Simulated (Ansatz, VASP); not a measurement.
# One calculation of Pt, two programs

INCAR

```
PREC = Accurate
ENCUT = 520
EDIFF = 1E-7
ISMEAR = 0
SIGMA = 0.15
LREAL = F
LASPH = T
NELM = 80
ALGO = Normal
ISIF = 2
LWAVE = F
LCHARG = F
GGA = PE
NBANDS = 11
```

The input KPOINTS:

```
Automatic mesh
0
Gamma
  20 20 20
```

The input POSCAR:

```
Pt
1.0
    0.0000000000      1.9254157702      1.9254157702
    1.9254157702      0.0000000000      1.9254157702
    1.9254157702      1.9254157702      0.0000000000
Pt
1
Direct
    0.0000000000      0.0000000000      0.0000000000
```

Input for Ansatz:

```yaml
crystal:
  lattice:
    - [0.0, 1.9254157702, 1.9254157702]
    - [1.9254157702, 0.0, 1.9254157702]
    - [1.9254157702, 1.9254157702, 0.0]
  atoms:
    - { symbol: Pt, position: [0.0, 0.0, 0.0] }
basis:
  ecutwfc: 420
kpoints:
  mp_grid: { grid: [20, 20, 20] }
hamiltonian:
  xc: pbe
  pseudopotentials: { kind: paw, azcp: { folder: soft_1 } }
scf:
  occupations: { method: gaussian, width: 0.15 }
output:
  forces: true
  stress: true
  eigenvalues: true
```

Change from the starting cell: equal engineering shear yz, xz and xy +0.0000, equal normal strain along x, y and z -0.0300.

Alike in both runs: task single point; functional PBE; k mesh 20 × 20 × 20; occupations gaussian, width 0.15 eV; no spin polarisation.

|  | VASP | Ansatz |
| --- | --- | --- |
| version | VASP 6.6.1 | Ansatz 0.2.0 |
| potentials or method | VASP PAW PBE potentials, release 64 (Pt), cutoff 520 eV | scalar-relativistic, plane waves, PAW |
| valence electrons in the cell | 10 | 18 |

|  | VASP | Ansatz | Ansatz less VASP |
| --- | --- | --- | --- |
| gap on the k mesh at the Fermi level (eV) | none | none | - |
| pressure (GPa) | 28.6 | 29.2 | +0.57 |

A gap of «none» marks a metal or a gap that the smearing closes. Both programs put the cell under a high pressure, so it lies far from rest at this level. VASP's potentials hold 10 valence electrons a cell and Ansatz's 18, so a difference there can come from the potentials and not from the codes.

Neither program's run includes spin-orbit coupling.
